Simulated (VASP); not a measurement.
# Cd (P6_3/mmc) in VASP: single point with PBEsol

Aim: the single point of Cd with PBEsol.

All numbers are computed with VASP 6.6.1; they aren't measurements. Logs are shortened: lines on timing, memory, paths and dates and some standing lists are left out, and cuts for length are marked.

### Step 1. The cell of the first run

Symmetry: P6_3/mmc, No. 194, hexagonal system. Conventional cell: a = 2.943 Å, b = 2.943 Å, c = 11.266 Å, α = 90.00°, β = 90.00°, γ = 120.00°. Within 3.9 Å of Cd (site symmetry -3m) lie 12 Cd at 2.94 to 3.29 Å. Cd (site symmetry -6m2) has 12 Cd at 2.94 to 3.29 Å within 3.9 Å.

### Step 2. Single point, PBEsol

Input file INCAR:

```
SYSTEM = Cd
ALGO = Fast ; EDIFF = 1E-7
ENCUT = 520 ; GGA = PS
ISIF = 2 ; ISMEAR = 0
LASPH = .True. ; LCHARG = .False.
LREAL = .False. ; LWAVE = .False.
NBANDS = 32 ; NELM = 100
PREC = Accurate ; SIGMA = 0.1
```

Input file KPOINTS:

```
k-points
0
Gamma
  18 18 4
  0 0 0
```

Input file POSCAR:

```
Cd
1.0
    2.9433455836      0.0000000000      0.0000000000
   -1.4716727918      2.5490120475      0.0000000000
    0.0000000000      0.0000000000     11.2659334624
Cd
4
Direct
    0.0000000000      0.0000000000      0.0000000000
    0.0000000000      0.0000000000      0.5000000000
    0.3333333333      0.6666666667      0.2500000000
    0.6666666667      0.3333333333      0.7500000000
```

Potentials or basis: VASP PAW PBE potentials, release 64 (Cd).

Command:

```sh
$ cat potpaw_PBE.64/Cd/POTCAR > POTCAR
$ mpirun -np 1 vasp_std > vasp.out
```

OUTCAR:

```text
SYSTEM = Cd
   EDIFF = 1E-7
   ENCUT = 520
   GGA = PS
   ISIF = 2
   ISMEAR = 0
   LASPH = .True.
   LREAL = .False.
   NELM = 100
   PREC = Accurate

 ion  position               nearest neighbor table
   1  0.000  0.000  0.000-   3 3.29   4 3.29   3 3.29   4 3.29   4 3.29   3 3.29
   2  0.000  0.000  0.500-   3 3.29   4 3.29   3 3.29   4 3.29   4 3.29   3 3.29
   3  0.333  0.667  0.250-   1 3.29   2 3.29   1 3.29   2 3.29   1 3.29   2 3.29
   4  0.667  0.333  0.750-   1 3.29   2 3.29   1 3.29   2 3.29   1 3.29   2 3.29

  LATTYP: Found a hexagonal cell.
 ALAT       =     2.9433455836
 C/A-ratio  =     3.8275945323

  Lattice vectors:

 A1 = (   2.9433455836,   0.0000000000,   0.0000000000)
 A2 = (  -1.4716727918,   2.5490120475,   0.0000000000)
 A3 = (   0.0000000000,   0.0000000000,  11.2659334624)

Analysis of symmetry for initial positions (statically):
=====================================================================
 Subroutine PRICEL returns:
 Original cell was already a primitive cell.

 Routine SETGRP: Setting up the symmetry group for a
 hexagonal supercell.

 Subroutine GETGRP returns: Found 24 space group operations
 (whereof 12 operations were pure point group operations)
 out of a pool of 24 trial point group operations.

The static configuration has the point symmetry D_3d.
 The point group associated with its full space group is D_6h.

Analysis of symmetry for dynamics (positions and initial velocities):
=====================================================================
 Subroutine PRICEL returns:
 Original cell was already a primitive cell.

 Routine SETGRP: Setting up the symmetry group for a
 hexagonal supercell.

 Subroutine GETGRP returns: Found 24 space group operations
 (whereof 12 operations were pure point group operations)
 out of a pool of 24 trial point group operations.

The dynamic configuration has the point symmetry D_3d.
 The point group associated with its full space group is D_6h.

 Subroutine INISYM returns: Found 24 space group operations
 (whereof 12 operations are pure point group operations),
 and found     1 'primitive' translations

----------------------------------------------------------------------------------------

                                     Primitive cell

  volume of cell :      84.5241

  direct lattice vectors                    reciprocal lattice vectors
     2.943345584  0.000000000  0.000000000     0.339749435  0.196154428  0.000000000
    -1.471672792  2.549012048  0.000000000     0.000000000  0.392308856  0.000000000
     0.000000000  0.000000000 11.265933462     0.000000000  0.000000000  0.088763173

  length of vectors
     2.943345584  2.943345584 11.265933462     0.392308856  0.392308856  0.088763173

  position of ions in fractional coordinates (direct lattice)
     0.000000000  0.000000000  0.000000000
     0.000000000  0.000000000  0.500000000
     0.333333333  0.666666667  0.250000000
     0.666666667  0.333333333  0.750000000

  ion indices of the primitive-cell ions
   primitive index   ion index
                 1           1
                 2           2
                 3           3
                 4           4

----------------------------------------------------------------------------------------

 KPOINTS: k-points

Automatic generation of k-mesh.
 Grid dimensions read from file:
 generate k-points for:   18   18    4

 Generating k-lattice:

  Cartesian coordinates                     Fractional coordinates (reciprocal lattice)
     0.018874969  0.010897468  0.000000000     0.055555556  0.000000000  0.000000000
     0.000000000  0.021794936  0.000000000     0.000000000  0.055555556  0.000000000
     0.000000000  0.000000000  0.022190793     0.000000000  0.000000000  0.250000000

  Length of vectors
     0.021794936  0.021794936  0.022190793

  Shift w.r.t. Gamma in fractional coordinates (k-lattice)
     0.000000000  0.000000000  0.000000000

 Subroutine IBZKPT returns following result:
 ===========================================

 Found    111 irreducible k-points:

 Following reciprocal coordinates:
            Coordinates               Weight
  0.000000  0.000000  0.000000      1.000000
  0.055556 -0.000000  0.000000      6.000000
  0.111111 -0.000000  0.000000      6.000000
  0.166667  0.000000  0.000000      6.000000
  0.222222  0.000000  0.000000      6.000000
  0.277778  0.000000  0.000000      6.000000
[... 16 lines left out ...]
  0.333333  0.111111  0.000000     12.000000
  0.388889  0.111111  0.000000     12.000000
 [... further k-points ...]
   k-points           NKPTS =    111   k-points in BZ     NKDIM =    111   number of bands    NBANDS=     32
   number of dos      NEDOS =    301   number of ions     NIONS =      4
   total plane-waves  NPLWV =  48384
   dimension x,y,z NGX =    24 NGY =   24 NGZ =   84
   dimension x,y,z NGXF=    48 NGYF=   48 NGZF=  168
   ions per type =               4
   NGX,Y,Z   is equivalent  to a cutoff of  13.56, 13.56, 12.40 a.u.
   NGXF,Y,Z  is equivalent  to a cutoff of  27.11, 27.11, 24.79 a.u.
 SYSTEM =  Cd
   PREC   = accura    normal or accurate (medium, high low for compatibility)
   ISTART =      0    job   : 0-new  1-cont  2-samecut
   ICHARG =      2    charge: 1-file 2-atom 10-const
   ISPIN  =      1    spin polarized calculation?
   LNONCOLLINEAR =      F non collinear calculations
   LSORBIT =      F    spin-orbit coupling
   LASPH  =      T    aspherical Exc in radial PAW
   ENCUT  =  520.0 eV  38.22 Ry    6.18 a.u.   5.47  5.47 20.95*2*pi/ulx,y,z
   NELM   =    100;   NELMIN=  2; NELMDL= -5     # of ELM steps
   EDIFF  = 0.1E-06   stopping-criterion for ELM
   LREAL  =      F    real-space projection
   EDIFFG = 0.1E-05   stopping-criterion for IOM
   NSW    =      0    number of steps for IOM
   IBRION =     -1    ionic relax: 0-MD 1-quasi-New 2-CG
   NFREE  =      0    steps in history (QN), initial steepest desc. (CG)
   ISIF   =      2    stress and relaxation
   ISYM   =      2    0-nonsym 1-usesym 2-fastsym
   POTIM  = 0.5000    time-step for ionic-motion
   TEBEG  =    0.0;   TEEND  =   0.0 temperature during run
   PSTRESS=    0.0 pullay stress
   NELECT =      48.0000    total number of electrons
   NUPDOWN=      -1.0000    fix difference up-down
   EMIN   =  10.00;   EMAX   =-10.00  energy-range for DOS
   EFERMI =   0.00;   METHOD = LEGACY
   ISMEAR =     0;   SIGMA  =   0.10  broadening in eV -4-tet -1-fermi 0-gaus
   EFERMI_NEDOS =   21; number of points for ismear=-14 and -15
   IALGO  =     68    algorithm
   IMIX   =      4    mixing-type and parameters
     AMIX     =   0.40;   BMIX     =  1.00
     AMIX_MAG =   1.60;   BMIX_MAG =  1.00
  volume/ion in A,a.u.               =      21.13       142.60
  Fermi-wavevector in a.u.,A,eV,Ry     =   1.355694  2.561891 25.006247  1.837907
  Thomas-Fermi vector in A             =   2.482760
   LORBIT       =      0    0 simple, 1 ext, 2 COOP (PROOUT), +10 PAW based schemes
   GGA     = PS    functional components
   LHFCALC =     F    Hartree Fock is set to
   AEXX    =    0.0000 exact exchange contribution
   IVDW    =     0    specifies the selected vdW correction
   LEPSILON=     F    determine dielectric tensor
   LRPA    =     F    only Hartree local field effects (RPA)
 non-spin polarized calculation
 RMM-DIIS sequential band-by-band and
 Gauss-broadening in eV      SIGMA  =   0.10
  energy-cutoff  :      520.00
  volume of cell :       84.52
 maximum number of plane-waves:      2333
 NGX is ok and might be reduce to    24
   NGX = 11   NGY = 11   NGZ = 41

 number of electron      48.0000000 magnetization

 Free energy of the ion-electron system (eV)
  ---------------------------------------------------
  ext. energy  EPLUGINS =         0.00000000
  ---------------------------------------------------
  free energy    TOTEN  =        -4.77748103 eV

  energy without entropy =       -4.77277415  energy(sigma->0) =       -4.77512759

 E-fermi :   3.0063     XC(G=0): -11.3202

 val. band max:        2.9953674033   @ k =   0.2222   0.0556   0.2500
 cond. band min:       3.0144300164   @ k =   0.5000   0.0000   0.0000
 fundamental gap:      0.0190626131
 Fermi energy:         3.0063284503

 k-point     1 :       0.0000    0.0000    0.0000
  band No.  band energies     occupation
      1      -7.0179      2.00000
      2      -6.8948      2.00000
      3      -6.8867      2.00000
      4      -6.7633      2.00000
      5      -6.3260      2.00000
      6      -6.3260      2.00000
[... 24 lines left out ...]
     31      18.0110      0.00000
     32      18.1896      0.00000

 k-point     2 :       0.0556   -0.0000    0.0000
  band No.  band energies     occupation
      1      -6.9813      2.00000
      2      -6.8568      2.00000
      3      -6.8497      2.00000
      4      -6.7223      2.00000
      5      -6.3402      2.00000
      6      -6.3283      2.00000
[... 24 lines left out ...]
     31      17.4558      0.00000
     32      17.5894      0.00000

 k-point     3 :       0.1111   -0.0000    0.0000
  band No.  band energies     occupation
      1      -6.8865      2.00000
      2      -6.7624      2.00000
      3      -6.7591      2.00000
      4      -6.6307      2.00000
      5      -6.3736      2.00000
      6      -6.3617      2.00000
[... 24 lines left out ...]
     31      15.6532      0.00000
     32      16.3970      0.00000

 k-point     4 :       0.1667    0.0000    0.0000
  band No.  band energies     occupation
      1      -6.8005      2.00000
      2      -6.6850      2.00000
      3      -6.6843      2.00000
      4      -6.5578      2.00000
      5      -6.4219      2.00000
      6      -6.3791      2.00000
[... 24 lines left out ...]
     31      14.1486      0.00000
     32      15.2694      0.00000

 k-point     5 :       0.2222    0.0000    0.0000
  band No.  band energies     occupation
      1      -6.8193      2.00000
      2      -6.7102      2.00000
      3      -6.7037      2.00000
      4      -6.5986      2.00000
      5      -6.4138      2.00000
      6      -6.3959      2.00000
[... 584 lines left out ...]
     31      10.8986      0.00000
     32      12.2128      0.00000

 k-point    22 :       0.2778    0.1111    0.0000
  band No.  band energies     occupation
      1      -6.8699      2.00000
      2      -6.7665      2.00000
      3      -6.7589      2.00000
      4      -6.7005      2.00000
      5      -6.6151      2.00000
      6      -6.5029      2.00000
[... 24 lines left out ...]
     31      10.2548      0.00000
     32      11.0724      0.00000

 k-point    23 :       0.3333    0.1111    0.0000
  band No.  band energies     occupation
      1      -6.9509      2.00000
      2      -6.8473      2.00000
      3      -6.8329      2.00000
      4      -6.7862      2.00000
      5      -6.7108      2.00000
      6      -6.5706      2.00000
[... 24 lines left out ...]
     31       9.8684      0.00000
     32      10.2948      0.00000

 k-point    24 :       0.3889    0.1111    0.0000
  band No.  band energies     occupation
      1      -7.0039      2.00000
      2      -6.9011      2.00000
      3      -6.8809      2.00000
      4      -6.8428      2.00000
      5      -6.7719      2.00000
      6      -6.6145      2.00000
[... 24 lines left out ...]
     31       9.5460      0.00000
     32      10.6971      0.00000

 [... further k-points ...]

------------------------ aborting loop because EDIFF is reached ----------------------------------------

  FORCE on cell =-STRESS in cart. coord.  units (eV):
  Direction    XX          YY          ZZ          XY          YZ          ZX
  --------------------------------------------------------------------------------------
  -------------------------------------------------------------------------------------
  Total        0.2540919      0.2540919      0.1120347      0.0000000      0.0000000     -0.0000000
  in kB        4.8163830      4.8163830      2.1236485      0.0000000      0.0000000     -0.0000000
  external PRESSURE =       3.9188049 kB  Pullay stress =       0.0000000 kB

 VOLUME and BASIS-vectors are now :
 -----------------------------------------------------------------------------
  energy-cutoff  :      520.00
  volume of cell :       84.52
      direct lattice vectors                 reciprocal lattice vectors
     2.943345584  0.000000000  0.000000000     0.339749435  0.196154428  0.000000000
    -1.471672792  2.549012048  0.000000000     0.000000000  0.392308856  0.000000000
     0.000000000  0.000000000 11.265933462     0.000000000  0.000000000  0.088763173

 POSITION                                       TOTAL-FORCE (eV/Angst)
 -----------------------------------------------------------------------------------
      0.00000      0.00000      0.00000        -0.000000      0.000000      0.000000
      0.00000      0.00000      5.63297        -0.000000      0.000000      0.000000
     -0.00000      1.69934      2.81648         0.000000      0.000000     -0.000000
      1.47167      0.84967      8.44945        -0.000000     -0.000000      0.000000
 -----------------------------------------------------------------------------------
    total drift:                               -0.000000      0.000000      0.000000

  FREE ENERGIE OF THE ION-ELECTRON SYSTEM (eV)
  ---------------------------------------------------
  free  energy   TOTEN  =        -4.7774810287 eV

  energy  without entropy=       -4.7727741472  energy(sigma->0) =       -4.77512759
```

It took 3.2 min on 1 thread of Intel Xeon Platinum 8488C (Sapphire Rapids), shared host; peak memory 0.35 GiB.

Results:

- Free energy: -4.7775 eV
- Pressure: 0.4 GPa
- Band gap on the k mesh: zero (band 24 reaches 4.64 eV, above the bottom of band 25 at -0.24 eV)

Stress tensor (GPa, compression positive):
```
0.48 0.00 0.00
0.00 0.48 0.00
0.00 0.00 0.21
```

Caveat: the PAW data sets were made with another functional, which shifts forces and pressure a little.
